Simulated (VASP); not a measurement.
# BH3Pb12: single point with PBE+D3(BJ)

BH3Pb12, a slab with vacuum:

```
Pb B H
1.0
     7.01418    0.00000    0.00000
     0.00000    7.01418    0.00000
     0.00000    0.00000   24.60717
Pb B H
12 1 3
Direct
  0.25000 0.25000 0.32511
  0.25000 0.75000 0.32511
  0.75000 0.25000 0.32511
  0.75000 0.75000 0.32511
  0.50253 0.49813 0.42409
  0.50037 0.00965 0.42776
  0.00413 0.51511 0.43298
  0.00192 0.00765 0.43137
  0.75616 0.76320 0.53231
  0.73773 0.27397 0.53498
  0.21556 0.77370 0.54429
  0.28162 0.27262 0.53378
  0.93605 0.85623 0.62485
  0.08875 0.79716 0.64148
  0.80130 0.76136 0.63972
  0.91830 0.02735 0.62172
```

```yaml
Program: VASP 6.6.1
Task: single point
Functional: PBE
Dispersion: D3(BJ)
Potentials_or_basis: VASP PAW PBE potentials, release 64 (Pb_d, B, H)
Cutoff: 520 eV
k_mesh: 3 × 3 × 1
Occupations: gaussian, width 0.1 eV
Spin: no spin polarisation
Dipole_correction: yes
Further_INCAR_settings: LREAL = Auto; ALGO = Normal; EDIFF = 1e-07; NBANDS = 101
```

```json
{"Largest force": "0.173 eV/Å", "Band gap on the k mesh": "zero (bands 87 and 88 overlap by 0.06 eV)", "Dispersion energy per atom": "-0.220 eV"}
```

Forces in eV/Å, atoms in the order of the input:
```
Pb   0.061 -0.015 -0.036
Pb  -0.167  0.035 -0.029
Pb  -0.059 -0.025  0.021
Pb   0.153  0.001  0.003
Pb  -0.003  0.001 -0.009
Pb   0.006 -0.002  0.009
Pb  -0.003  0.002  0.001
Pb   0.002  0.002  0.012
Pb   0.010  0.009  0.010
Pb   0.011  0.006  0.011
Pb   0.004 -0.002  0.003
Pb  -0.018 -0.007  0.002
B    0.000  0.003 -0.021
H    0.007 -0.009  0.011
H   -0.009 -0.004  0.006
H    0.005  0.006  0.008
```

Levels at points of the mesh, in eV from the Fermi level:
| k point | band 84 | band 85 | band 86 | band 87 | band 88 | band 89 | band 90 | band 91 |
| --- | --- | --- | --- | --- | --- | --- | --- | --- |
| (0.00, 0.00, 0.00) | -1.72 | -1.11 | -0.94 | 0.07 | 0.35 | 0.74 | 0.78 | 0.81 |

Run time: 63 min on 1 thread of Intel Xeon 8259CL (shared host), peak memory 1.2 GiB.

Caveat: spin-orbit coupling is left out, which moves the levels of the heavy elements.
